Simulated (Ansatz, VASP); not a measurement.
**Two plane-wave programs on Li2H**

```
CELL_PARAMETERS angstrom
3.37554 0.00000 0.00000
-1.68777 2.92330 0.00000
0.00000 0.00000 5.23209
ATOMIC_POSITIONS crystal
Li 0.00000 0.00000 0.75000
Li 0.00000 0.00000 0.25000
H 0.33333 0.66667 0.00000
```

Change from the starting cell: ordered vacancies on the anion sites of nickel arsenide (P-6m2, No. 187).

Alike in both runs: task relaxation of cell and atoms; functional PBE; k mesh 6 × 6 × 4; occupations gaussian, width 0.1 eV; no spin polarisation.

```csv
,VASP,Ansatz
version,VASP 6.6.1,Ansatz 0.2.0
potentials or method,"VASP PAW PBE potentials, release 64 (Li_sv, H), cutoff 600 eV","scalar-relativistic, plane waves, PAW"
valence electrons in the cell,7,7
```

```csv
,VASP,Ansatz,Ansatz less VASP
"gap on the k mesh at the Fermi level, each at its own relaxed structure (eV)",none,none,-
relaxed volume (Å³/atom),11.74,11.78,+0.042
relaxed length of the cell vector where the two differ most in proportion (Å),5.206,5.227,+0.0211
```

A gap of «none» marks a metal or a gap that the smearing closes.

Noted on VASP's run: the cutoff is under 1.25 times that of the potentials, so the pressure is a little rough; the volume moved by over 15 % at a fixed basis, so the end points are rough.
